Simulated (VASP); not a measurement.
HfO2, 3 atoms in the cell. Symmetry: P-3m1, No. 164, trigonal system. Conventional cell: a = 3.220 Å, b = 3.220 Å, c = 5.042 Å, α = 90.00°, β = 90.00°, γ = 120.00°. Hf (site symmetry -3m) has 6 O at 2.09 Å within 2.8 Å. Within 2.8 Å of O (site symmetry 3m) lie 3 Hf at 2.09 Å and 3 O at 2.68 Å. 

* Program: VASP 6.6.1
* Task: relaxation of cell and atoms
* Functional: PBEsol
* Potentials or basis: VASP PAW PBE potentials, release 64 (Hf_pv, O)
* Cutoff: 600 eV
* k mesh: 12 × 12 × 6
* Occupations: gaussian, width 0.05 eV
* Spin: no spin polarisation
* Dipole correction: no
* Further INCAR settings: ALGO = Normal; EDIFF = 1e-06; IBRION = 2; EDIFFG = -0.01; NSW = 50; ISIF = 3

Potentials or basis: VASP PAW PBE potentials, release 64 (Hf_pv, O).

Command:

```console
$ cat potpaw_PBE.64/Hf_pv/POTCAR potpaw_PBE.64/O/POTCAR > POTCAR
$ mpirun -np 1 vasp_std > vasp.out
```

Hardware: 1 thread of Intel Xeon 8259CL (shared host).

Question: How long does it take, and how much memory?

Answer: Wall time 3.7 min on 1 thread of Intel Xeon 8259CL, with other jobs on the host, peak memory 0.25 GiB. Counts: scf iterations 30, k points 100, ion steps 3.
